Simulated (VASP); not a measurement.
Set up this calculation in VASP 6.6.1, as the native input.

```
Task                   : single point
Functional             : revPBE
Potentials or basis    : VASP PAW PBE potentials, release 64 (Fe_sv, O)
Cutoff                 : 700 eV
k mesh                 : 11 × 11 × 11
Occupations            : fermi-dirac, width 0.05 eV
Spin                   : collinear spin, ferromagnetic start
Starting moments       : [3.0, 0.0] μB
Dipole correction      : no
Further INCAR settings : ALGO = Normal; EDIFF = 1e-06; NBANDS = 22
```

The structure of FeO lies in POSCAR:

```
FeO
1.0
    0.0000000000      2.1262694020      2.1262694020
    2.1262694020      0.0000000000      2.1262694020
    2.1262694020      2.1262694020      0.0000000000
Fe O
1 1
Direct
    0.0000000000      0.0000000000      0.0000000000
    0.5000000000      0.5000000000      0.5000000000
```

The input as run:

INCAR

```
SYSTEM = FeO
ALGO = Normal
EDIFF = 1E-6
ENCUT = 700
GGA = RE
GGA_COMPAT = .FALSE.
ISIF = 2
ISMEAR = -1
ISPIN = 2
LASPH = .TRUE.
LCHARG = .FALSE.
LMAXMIX = 4
LORBIT = 11
LREAL = .FALSE.
LWAVE = .FALSE.
MAGMOM = 3 0
NBANDS = 22
NELM = 200
PREC = Accurate
SIGMA = 0.05
```

KPOINTS

```
k-points
0
G
  11 11 11
  0 0 0
```

Potentials or basis: VASP PAW PBE potentials, release 64 (Fe_sv, O).

Command:

```console
$ cat potpaw_PBE.64/Fe_sv/POTCAR potpaw_PBE.64/O/POTCAR > POTCAR
$ mpirun -np 1 vasp_std > vasp.out
```

It gave:

The pressure is 11.1 GPa and the band gap on the k mesh is zero (filled and empty bands overlap). The net moment is 4.00 μB per cell, the site moments are Fe +3.48; O +0.30 μB and the valence electrons inside the program's atomic spheres are Fe 13.64; O 5.03.

Caveat: the cell stands under pressure; the PAW data sets were made with another functional, which shifts forces and pressure a little; a cell with one magnetic atom can't hold antiferromagnetic order, which such compounds often take; semilocal functionals often make such compounds metallic where correlation or magnetic order opens a gap, which also shifts bond lengths.

Wall time 46 s on 1 thread of Intel(R) Xeon(R) Platinum 8488C (Sapphire Rapids), on a shared host, peak memory 0.2 GiB.
